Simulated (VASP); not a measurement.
**SrO: single point with PBE**

Crystal: SrO.

```xyz
2
Lattice="0.0000 2.5799 2.6253 2.5799 0.0000 2.6253 2.5799 2.5799 0.0000" Properties=species:S:1:pos:R:3 pbc="T T T"
Sr    0.0000    0.0000    0.0000
O     2.5799    2.5799    2.6253
```

This cell differs from its parent crystal: uniaxial z strain +1.8%.

```json
{
  "Program": "VASP 6.6.1",
  "Task": "single point",
  "Functional": "PBE",
  "Potentials or basis": "VASP PAW PBE potentials, release 64 (Sr_sv, O)",
  "Cutoff": "520 eV",
  "k mesh": "8 × 8 × 8",
  "Occupations": "fermi-dirac, width 0.02 eV",
  "Spin": "no spin polarisation"
}
```

- Pressure: 0.8 GPa
- Band gap on the k mesh: 3.24 eV, indirect (least direct gap 3.34 eV)

Stress tensor (GPa, compression positive):
```
 1.51  0.00  0.00
 0.00  1.51  0.00
 0.00  0.00 -0.55
```

Levels at points of the mesh, in eV from the valence-band top:
```csv
k point,band 4,band 5,band 6,band 7,band 8,band 9,band 10,band 11,band 12,band 13
"(0.00, 0.00, 0.00)",-14.17,-14.17,-0.05,0.00,0.00,3.76,6.05,6.17,6.17,8.13
"(0.50, 0.00, 0.00)",-14.23,-12.99,-2.14,-1.11,-1.10,6.41,8.21,8.66,8.69,11.54
"(0.50, 0.50, 0.00)",-14.48,-14.48,-0.56,-0.10,-0.10,3.30,7.58,9.98,10.06,10.84
"(0.50, 0.00, 0.50)",-14.53,-14.51,-0.46,-0.17,-0.10,3.24,7.57,9.97,10.14,10.74
```

It took 15 s on 1 thread of Intel(R) Xeon(R) 6975P-C (Granite Rapids), with other jobs on the host, peak memory 0.17 GiB.

Caveat: the cell differs from its parent crystal (uniaxial z strain +1.8%). A k mesh can miss the band edges.
